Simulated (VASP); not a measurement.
**SiNi: relaxation of cell and atoms with PBEsol**

Crystal: SiNi.

```
CELL_PARAMETERS angstrom
5.17310 0.00000 0.00000
0.00000 3.33810 0.00000
0.00000 0.00000 5.60490
ATOMIC_POSITIONS crystal
Si 0.32128 0.75000 0.08250
Si 0.17872 0.25000 0.58250
Si 0.82128 0.75000 0.41750
Si 0.67872 0.25000 0.91750
Ni 0.00779 0.25000 0.18752
Ni 0.49221 0.75000 0.68752
Ni 0.50779 0.25000 0.31248
Ni 0.99221 0.75000 0.81248
```

```
Program                : VASP 6.6.1
Task                   : relaxation of cell and atoms
Functional             : PBEsol
Potentials or basis    : VASP PAW PBE potentials, release 64 (Si, Ni)
Cutoff                 : 600 eV
k mesh                 : 8 × 10 × 6
Occupations            : gaussian, width 0.05 eV
Spin                   : no spin polarisation
Dipole correction      : no
Further INCAR settings : ALGO = Normal; EDIFF = 1e-07; IBRION = 2; EDIFFG = -0.01; NSW = 80; ISIF = 3
```

```json
{
  "Relaxed volume": "11.81 Å³/atom",
  "Relaxed cell": "a = 5.091 Å, b = 3.358 Å, c = 5.529 Å, α = 90.00°, β = 90.00°, γ = 90.00°",
  "Space group after relaxing (to 0.1 Å)": "Pnma (No. 62)",
  "Energy gained by relaxing": "4.7 meV/atom",
  "Ionic steps": "10",
  "Pressure after relaxing": "0.0 GPa",
  "Largest force after relaxing": "0.005 eV/Å",
  "Band gap on the k mesh": "zero (bands 28 and 29 overlap by 1.88 eV)"
}
```

Forces in eV/Å, atoms in the order of the input:
```
Si   0.002  0.000  0.002
Si  -0.002  0.000  0.002
Si   0.002  0.000 -0.002
Si  -0.002  0.000 -0.002
Ni   0.005  0.000  0.003
Ni  -0.005  0.000  0.003
Ni   0.005  0.000 -0.003
Ni  -0.005  0.000 -0.003
```

Step by step:
```csv
step,energy change (eV),largest force (eV/Å),pressure (GPa),volume (Å³)
1,0.0000,0.0714,-4.16,96.79
2,0.0008,0.1156,4.76,92.45
3,-0.0298,0.0653,0.08,94.59
4,-0.0320,0.0546,0.07,94.58
5,-0.0352,0.0545,0.06,94.52
6,-0.0368,0.0264,-0.09,94.58
7,-0.0370,0.0373,-0.15,94.61
8,-0.0373,0.0197,0.20,94.43
9,-0.0373,0.0200,0.22,94.43
10,-0.0375,0.0054,-0.03,94.52
```

Final structure:
```cif
data_structure
_symmetry_space_group_name_H-M 'P 1'
_symmetry_Int_Tables_number 1
_cell_length_a 5.0913
_cell_length_b 3.3576
_cell_length_c 5.5291
_cell_angle_alpha 90.000
_cell_angle_beta 90.000
_cell_angle_gamma 90.000
_cell_volume 94.52
loop_
_atom_site_label
_atom_site_type_symbol
_atom_site_fract_x
_atom_site_fract_y
_atom_site_fract_z
_atom_site_occupancy
Si1 Si 0.32144 0.75000 0.08647 1
Si2 Si 0.17856 0.25000 0.58647 1
Si3 Si 0.82144 0.75000 0.41353 1
Si4 Si 0.67856 0.25000 0.91353 1
Ni1 Ni 0.00949 0.25000 0.18728 1
Ni2 Ni 0.49051 0.75000 0.68728 1
Ni3 Ni 0.50949 0.25000 0.31272 1
Ni4 Ni 0.99051 0.75000 0.81272 1
```

Levels at points of the mesh, in eV from the Fermi level:
```
           k point  band 26  band 27  band 28  band 29  band 30  band 31
(0.00, 0.00, 0.00)    -1.25    -1.12    -0.91     0.69     1.41     3.38
(0.50, 0.00, 0.00)    -1.85     1.04     1.04     1.13     1.13     3.75
(0.00, 0.50, 0.00)    -1.95    -1.41    -1.41    -0.57    -0.57     2.10
(0.50, 0.50, 0.00)    -1.72    -1.72    -1.72     0.54     0.54     0.54
(0.00, 0.00, 0.50)    -1.39    -0.17    -0.17     0.90     0.90     3.40
(0.50, 0.00, 0.50)    -0.96     0.86     0.86     2.36     2.36     2.71
(0.00, 0.50, 0.50)    -2.02    -1.70    -1.70     0.22     0.22     1.41
(0.50, 0.50, 0.50)    -1.92    -1.92    -1.92     2.69     2.69     2.69
```

It took 37 min on 1 thread of Intel(R) Xeon(R) Platinum 8488C (Sapphire Rapids), on a shared host, peak memory 0.48 GiB.

Caveat: the PAW data sets were made with another functional, which shifts forces and pressure a little. Spin polarisation is off, so any magnetic state and its effect on volume and gap are missing.
